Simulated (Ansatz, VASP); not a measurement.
# SnTe in VASP and in Ansatz

Contents of INCAR:

```
PREC = Accurate
ENCUT = 520
EDIFF = 1E-8
ISMEAR = -1
SIGMA = 0.08
LREAL = F
LASPH = T
NELM = 80
ALGO = Normal
ISIF = 2
LWAVE = F
LCHARG = F
GGA = CA
LEFG = T
NBANDS = 17
```

File KPOINTS:

```
regular mesh
0
Gamma
  11 11 11
```

File POSCAR:

```
SnTe
1.0
    0.0000000000      3.1459430650      3.1459430650
    3.1459430650      0.0000000000      3.1459430650
    3.1459430650      3.1459430650      0.0000000000
Sn Te
1 1
Direct
    0.0000000000      0.0000000000      0.0000000000
    0.5000000000      0.5000000000      0.5000000000
```

Input for Ansatz:

```yaml
crystal:
  lattice:
    - [0.0, 3.145943065, 3.145943065]
    - [3.145943065, 0.0, 3.145943065]
    - [3.145943065, 3.145943065, 0.0]
  atoms:
    - { symbol: Sn, position: [0.0, 0.0, 0.0] }
    - { symbol: Te, position: [0.5, 0.5, 0.5] }
kpoints:
  mp_grid: { grid: [11, 11, 11] }
scf:
  occupations: { method: fermi_dirac, width: 0.08 }
hamiltonian:
  xc: lda
  pseudopotentials: { kind: all_electron, datasets: crystal }
output:
  forces: true
  stress: true
  eigenvalues: true
  efg: { contact_densities: true }
```

Change from the starting cell: volume scaled by 0.99, crystal datasets.

Alike in both runs: task electric field gradients; functional LDA; k mesh 11 × 11 × 11; occupations fermi-dirac, width 0.08 eV; no spin polarisation.

|  | VASP | Ansatz |
| --- | --- | --- |
| version | VASP 6.6.1 | Ansatz 0.2.0 |
| potentials or method | VASP PAW LDA potentials, release 64 (Sn_d, Te), cutoff 520 eV | all-electron PAW with datasets made for the crystal, scalar-relativistic |

|  | VASP | Ansatz | Ansatz less VASP |
| --- | --- | --- | --- |
| pressure (GPa) | -1.2 | -1.3 | -0.04 |

LDA's correlation is that of Perdew and Zunger in VASP and of Perdew and Wang (1992) in Ansatz. Ansatz ran all-electron here, and VASP with PAW potentials.

Neither program's run includes spin-orbit coupling.
